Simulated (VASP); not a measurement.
# ZnB4 (I-43m) in VASP: single point with PBE

Aim: the single point of ZnB4 with PBE.

Everything below comes from runs of VASP 6.6.1. Logs are shortened: lines on timing, memory, paths and dates and some standing lists are left out, and cuts for length are marked.

## (1) The cell of the first run

It takes space group I-43m (No. 217, cubic). The conventional cell has a = 4.703 Å, b = 4.703 Å, c = 4.703 Å, α = 90.00°, β = 90.00°, γ = 90.00°. Within 2.0 Å of Zn (site symmetry -43m) lie 4 B at 1.50 Å. B (site symmetry 3m) has 1 Zn at 1.50 Å within 2.0 Å.

The cell was generated, and may not be a known phase.

## (2) Single point, PBE

Contents of INCAR:

```
PREC = Accurate ; ENCUT = 520
EDIFF = 1E-7 ; ISMEAR = 0
SIGMA = 0.1 ; LREAL = False
LASPH = True ; NELM = 80
ALGO = Normal ; ISIF = 2
LWAVE = False ; LCHARG = False
GGA = PE ; NBANDS = 20
```

Contents of KPOINTS:

```
regular mesh
0
Gamma
  6 6 6
```

Contents of POSCAR:

```
ZnB4
1.0
   -2.3514601300      2.3514601300      2.3514601300
    2.3514601300     -2.3514601300      2.3514601300
    2.3514601300      2.3514601300     -2.3514601300
Zn B
1 4
Direct
    0.0000000000      0.0000000000      0.0000000000
    0.0000000000      0.6305807800      0.0000000000
    0.3694192200      0.3694192200      0.3694192200
    0.0000000000      0.0000000000      0.6305807800
    0.6305807800      0.0000000000      0.0000000000
```

Potentials or basis: VASP PAW PBE potentials, release 64 (Zn, B).

Command:

```sh
$ cat potpaw_PBE.64/Zn/POTCAR potpaw_PBE.64/B/POTCAR > POTCAR
$ mpirun -np 1 vasp_std > vasp.out
```

OUTCAR:

```text
PREC = Accurate
   ENCUT = 520
   EDIFF = 1E-7
   ISMEAR = 0
   LREAL = False
   LASPH = True
   NELM = 80
   ISIF = 2
   GGA = PE

 ion  position               nearest neighbor table
   1  0.000  0.000  0.000-   2 1.50   3 1.50   4 1.50   5 1.50   2 2.57   4 2.57   5 2.57   3 2.57

   2  0.000  0.631  0.000-   1 1.50   1 2.57
   3  0.369  0.369  0.369-   1 1.50   1 2.57
   4  0.000  0.000  0.631-   1 1.50   1 2.57
   5  0.631  0.000  0.000-   1 1.50   1 2.57

  LATTYP: Found a body centered cubic cell.
 ALAT       =     4.7029202600

  Lattice vectors:

 A1 = (  -2.3514601300,   2.3514601300,   2.3514601300)
 A2 = (   2.3514601300,  -2.3514601300,   2.3514601300)
 A3 = (   2.3514601300,   2.3514601300,  -2.3514601300)

Analysis of symmetry for initial positions (statically):
=====================================================================
 Subroutine PRICEL returns:
 Original cell was already a primitive cell.

 Routine SETGRP: Setting up the symmetry group for a
 body centered cubic supercell.

 Subroutine GETGRP returns: Found 24 space group operations
 (whereof 24 operations were pure point group operations)
 out of a pool of 48 trial point group operations.

The static configuration has the point symmetry T_d .

Analysis of symmetry for dynamics (positions and initial velocities):
=====================================================================
 Subroutine PRICEL returns:
 Original cell was already a primitive cell.

 Routine SETGRP: Setting up the symmetry group for a
 body centered cubic supercell.

 Subroutine GETGRP returns: Found 24 space group operations
 (whereof 24 operations were pure point group operations)
 out of a pool of 48 trial point group operations.

The dynamic configuration has the point symmetry T_d .

 Subroutine INISYM returns: Found 24 space group operations
 (whereof 24 operations are pure point group operations),
 and found     1 'primitive' translations

----------------------------------------------------------------------------------------

                                     Primitive cell

  volume of cell :      52.0083

  direct lattice vectors                    reciprocal lattice vectors
    -2.351460130  2.351460130  2.351460130     0.000000000  0.212633841  0.212633841
     2.351460130 -2.351460130  2.351460130     0.212633841  0.000000000  0.212633841
     2.351460130  2.351460130 -2.351460130     0.212633841  0.212633841  0.000000000

  length of vectors
     4.072848417  4.072848417  4.072848417     0.300709662  0.300709662  0.300709662

  position of ions in fractional coordinates (direct lattice)
     0.000000000  0.000000000  0.000000000
     0.000000000  0.630580780  0.000000000
     0.369419220  0.369419220  0.369419220
     0.000000000  0.000000000  0.630580780
     0.630580780  0.000000000  0.000000000

  ion indices of the primitive-cell ions
   primitive index   ion index
                 1           1
                 2           2
                 3           3
                 4           4
                 5           5

----------------------------------------------------------------------------------------

 KPOINTS: regular mesh

Automatic generation of k-mesh.
 Grid dimensions read from file:
 generate k-points for:    6    6    6

 Generating k-lattice:

  Cartesian coordinates                     Fractional coordinates (reciprocal lattice)
     0.000000000  0.035438974  0.035438974     0.166666667  0.000000000  0.000000000
     0.035438974  0.000000000  0.035438974     0.000000000  0.166666667  0.000000000
     0.035438974  0.035438974  0.000000000     0.000000000  0.000000000  0.166666667

  Length of vectors
     0.050118277  0.050118277  0.050118277

  Shift w.r.t. Gamma in fractional coordinates (k-lattice)
     0.000000000  0.000000000  0.000000000

 Subroutine IBZKPT returns following result:
 ===========================================

 Found     16 irreducible k-points:

 Following reciprocal coordinates:
            Coordinates               Weight
  0.000000  0.000000  0.000000      1.000000
  0.166667  0.000000  0.000000     12.000000
  0.333333  0.000000  0.000000     12.000000
  0.500000  0.000000  0.000000      6.000000
  0.166667  0.166667  0.000000     24.000000
  0.333333  0.166667 -0.000000     48.000000
[... 8 lines left out ...]
  0.500000  0.500000  0.333333     12.000000
  0.500000  0.500000  0.500000      1.000000
   k-points           NKPTS =     16   k-points in BZ     NKDIM =     16   number of bands    NBANDS=     20
   number of dos      NEDOS =    301   number of ions     NIONS =      5
   total plane-waves  NPLWV =  27000
   dimension x,y,z NGX =    30 NGY =   30 NGZ =   30
   dimension x,y,z NGXF=    60 NGYF=   60 NGZF=   60
   ions per type =               1   4
   NGX,Y,Z   is equivalent  to a cutoff of  12.25, 12.25, 12.25 a.u.
   NGXF,Y,Z  is equivalent  to a cutoff of  24.49, 24.49, 24.49 a.u.
 SYSTEM =  unknown system
   PREC   = accura    normal or accurate (medium, high low for compatibility)
   ISTART =      0    job   : 0-new  1-cont  2-samecut
   ICHARG =      2    charge: 1-file 2-atom 10-const
   ISPIN  =      1    spin polarized calculation?
   LNONCOLLINEAR =      F non collinear calculations
   LSORBIT =      F    spin-orbit coupling
   LASPH  =      T    aspherical Exc in radial PAW
   ENCUT  =  520.0 eV  38.22 Ry    6.18 a.u.   7.57  7.57  7.57*2*pi/ulx,y,z
   NELM   =     80;   NELMIN=  2; NELMDL= -5     # of ELM steps
   EDIFF  = 0.1E-06   stopping-criterion for ELM
   LREAL  =      F    real-space projection
   EDIFFG = 0.1E-05   stopping-criterion for IOM
   NSW    =      0    number of steps for IOM
   IBRION =     -1    ionic relax: 0-MD 1-quasi-New 2-CG
   NFREE  =      0    steps in history (QN), initial steepest desc. (CG)
   ISIF   =      2    stress and relaxation
   ISYM   =      2    0-nonsym 1-usesym 2-fastsym
   POTIM  = 0.5000    time-step for ionic-motion
   TEBEG  =    0.0;   TEEND  =   0.0 temperature during run
   PSTRESS=    0.0 pullay stress
   NELECT =      24.0000    total number of electrons
   NUPDOWN=      -1.0000    fix difference up-down
   EMIN   =  10.00;   EMAX   =-10.00  energy-range for DOS
   EFERMI =   0.00;   METHOD = LEGACY
   ISMEAR =     0;   SIGMA  =   0.10  broadening in eV -4-tet -1-fermi 0-gaus
   EFERMI_NEDOS =   21; number of points for ismear=-14 and -15
   IALGO  =     38    algorithm
   IMIX   =      4    mixing-type and parameters
     AMIX     =   0.40;   BMIX     =  1.00
     AMIX_MAG =   1.60;   BMIX_MAG =  1.00
  volume/ion in A,a.u.               =      10.40        70.19
  Fermi-wavevector in a.u.,A,eV,Ry     =   1.265089  2.390671 21.775435  1.600449
  Thomas-Fermi vector in A             =   2.398360
   LORBIT       =      0    0 simple, 1 ext, 2 COOP (PROOUT), +10 PAW based schemes
   GGA     = PE    functional components
   LHFCALC =     F    Hartree Fock is set to
   AEXX    =    0.0000 exact exchange contribution
   IVDW    =     0    specifies the selected vdW correction
   LEPSILON=     F    determine dielectric tensor
   LRPA    =     F    only Hartree local field effects (RPA)
 non-spin polarized calculation
 Gauss-broadening in eV      SIGMA  =   0.10
  energy-cutoff  :      520.00
  volume of cell :       52.01
 maximum number of plane-waves:      1433
   NGX = 15   NGY = 15   NGZ = 15

 number of electron      24.0000024 magnetization

 Free energy of the ion-electron system (eV)
  ---------------------------------------------------
  ext. energy  EPLUGINS =         0.00000000
  ---------------------------------------------------
  free energy    TOTEN  =        -2.14533395 eV

  energy without entropy =       -2.12472416  energy(sigma->0) =       -2.13502905

 E-fermi :   4.0496     XC(G=0): -10.9282

 val. band max:        4.0477265584   @ k =   0.3333   0.3333   0.0000
 cond. band min:       4.0675166468   @ k =  -0.1667   0.1667   0.1667
 fundamental gap:      0.0197900884
 Fermi energy:         4.0496417709

 k-point     1 :       0.0000    0.0000    0.0000
  band No.  band energies     occupation
      1      -9.5552      2.00000
      2      -9.3804      2.00000
      3      -9.3804      2.00000
      4      -9.3804      2.00000
      5      -8.6032      2.00000
      6      -8.6032      2.00000
[... 12 lines left out ...]
     19      11.2373      0.00000
     20      11.2373      0.00000

 k-point     2 :       0.1667    0.0000    0.0000
  band No.  band energies     occupation
      1      -9.3995      2.00000
      2      -9.3917      2.00000
      3      -9.3781      2.00000
      4      -9.2757      2.00000
      5      -8.6203      2.00000
      6      -8.6130      2.00000
[... 12 lines left out ...]
     19      10.6329      0.00000
     20      10.6458      0.00000

 k-point     3 :       0.3333    0.0000    0.0000
  band No.  band energies     occupation
      1      -9.4180      2.00000
      2      -9.4142      2.00000
      3      -9.3693      2.00000
      4      -8.6841      2.00000
      5      -8.6322      2.00000
      6      -8.5193      2.00000
[... 12 lines left out ...]
     19      10.2497      0.00000
     20      10.6654      0.00000

 k-point     4 :       0.5000    0.0000    0.0000
  band No.  band energies     occupation
      1      -9.4303      2.00000
      2      -9.4255      2.00000
      3      -9.3650      2.00000
      4      -8.6817      2.00000
      5      -8.6415      2.00000
      6      -7.9320      2.00000
[... 12 lines left out ...]
     19       9.4194      0.00000
     20      10.6130      0.00000

 k-point     5 :       0.1667    0.1667    0.0000
  band No.  band energies     occupation
      1      -9.4097      2.00000
      2      -9.3991      2.00000
      3      -9.3820      2.00000
      4      -8.7909      2.00000
      5      -8.6458      2.00000
      6      -8.6136      2.00000
[... 12 lines left out ...]
     19      10.1049      0.00000
     20      10.7490      0.00000

 k-point     6 :       0.3333    0.1667   -0.0000
  band No.  band energies     occupation
      1      -9.4266      2.00000
      2      -9.4137      2.00000
      3      -9.3767      2.00000
      4      -8.6733      2.00000
      5      -8.6506      2.00000
      6      -8.0067      2.00000
[... 12 lines left out ...]
     19       9.5940      0.00000
     20      10.5324      0.00000

 k-point     7 :       0.3333    0.3333    0.0000
  band No.  band energies     occupation
      1      -9.4316      2.00000
      2      -9.3955      2.00000
      3      -9.3955      2.00000
      4      -8.6678      2.00000
      5      -8.6678      2.00000
      6      -7.6918      2.00000
[... 12 lines left out ...]
     19       9.9913      0.00000
     20       9.9924      0.00000
[... 93 lines left out ...]
 k-point    12 :       0.5000    0.5000    0.1667
  band No.  band energies     occupation
      1      -9.4166      2.00000
      2      -9.4145      2.00000
      3      -9.3707      2.00000
      4      -8.7104      2.00000
      5      -8.6856      2.00000
      6      -7.7493      2.00000
[... 12 lines left out ...]
     19      10.0799      0.00000
     20      10.2813      0.00000

 k-point    13 :      -0.3333    0.5000    0.1667
  band No.  band energies     occupation
      1      -9.4163      2.00000
      2      -9.3951      2.00000
      3      -9.3811      2.00000
      4      -8.7202      2.00000
      5      -8.7115      2.00000
      6      -7.6725      2.00000
[... 12 lines left out ...]
     19      10.1948      0.00000
     20      10.4579      0.00000

 k-point    14 :      -0.3333    0.3333    0.3333
  band No.  band energies     occupation
      1      -9.3941      2.00000
      2      -9.3941      2.00000
      3      -9.3867      2.00000
      4      -8.7454      2.00000
      5      -8.7377      2.00000
      6      -7.7069      2.00000
[... 12 lines left out ...]
     19      10.7290      0.00000
     20      10.7290      0.00000

 k-point    15 :       0.5000    0.5000    0.3333
  band No.  band energies     occupation
      1      -9.3974      2.00000
      2      -9.3936      2.00000
      3      -9.3819      2.00000
      4      -8.7684      2.00000
      5      -8.7629      2.00000
      6      -7.2777      2.00000
[... 12 lines left out ...]
     19      10.7650      0.00000
     20      10.9419      0.00000

 k-point    16 :       0.5000    0.5000    0.5000
  band No.  band energies     occupation
      1      -9.3874      2.00000
      2      -9.3874      2.00000
      3      -9.3874      2.00000
      4      -8.7973      2.00000
      5      -8.7973      2.00000
      6      -6.9537      2.00000
[... 12 lines left out ...]
     19      11.2720      0.00000
     20      11.2720      0.00000

------------------------ aborting loop because EDIFF is reached ----------------------------------------

  FORCE on cell =-STRESS in cart. coord.  units (eV):
  Direction    XX          YY          ZZ          XY          YZ          ZX
  --------------------------------------------------------------------------------------
  -------------------------------------------------------------------------------------
  Total       30.6809235     30.6809235     30.6809235     -0.0000000     -0.0000000      0.0000000
  in kB      945.1617993    945.1617993    945.1617993     -0.0000000     -0.0000000      0.0000000
  external PRESSURE =     945.1617993 kB  Pullay stress =       0.0000000 kB

 VOLUME and BASIS-vectors are now :
 -----------------------------------------------------------------------------
  energy-cutoff  :      520.00
  volume of cell :       52.01
      direct lattice vectors                 reciprocal lattice vectors
    -2.351460130  2.351460130  2.351460130     0.000000000  0.212633841  0.212633841
     2.351460130 -2.351460130  2.351460130     0.212633841  0.000000000  0.212633841
     2.351460130  2.351460130 -2.351460130     0.212633841  0.212633841  0.000000000

 POSITION                                       TOTAL-FORCE (eV/Angst)
 -----------------------------------------------------------------------------------
      0.00000      0.00000      0.00000         0.000000      0.000000     -0.000000
      1.48279     -1.48279      1.48279       -10.946939     10.946939    -10.946939
      0.86867      0.86867      0.86867        10.946939     10.946939     10.946939
      1.48279      1.48279     -1.48279       -10.946939    -10.946939     10.946939
     -1.48279      1.48279      1.48279        10.946939    -10.946939    -10.946939
 -----------------------------------------------------------------------------------
    total drift:                                0.000019      0.000019      0.000028

  FREE ENERGIE OF THE ION-ELECTRON SYSTEM (eV)
  ---------------------------------------------------
  free  energy   TOTEN  =        -2.1453339514 eV

  energy  without entropy=       -2.1247241581  energy(sigma->0) =       -2.13502905
```

Wall time 31 s (1 thread of Intel Xeon 8259CL, shared host); peak memory 0.17 GiB.

Results:

```yaml
Free_energy: -2.1453 eV
Pressure: 94.5 GPa
Largest_force: 18.961 eV/Å
Band_gap_on_the_k_mesh: zero (bands 12 and 13 overlap by 3.55 eV)
```

Forces on the atoms (eV/Å):
```
Zn    0.000   0.000   0.000
B   -10.947  10.947 -10.947
B    10.947  10.947  10.947
B   -10.947 -10.947  10.947
B    10.947 -10.947 -10.947
```

Caveat: the cell stands under pressure; forces of over 1 eV/Å act on the atoms, so gaps and moduli don't describe the material at rest.
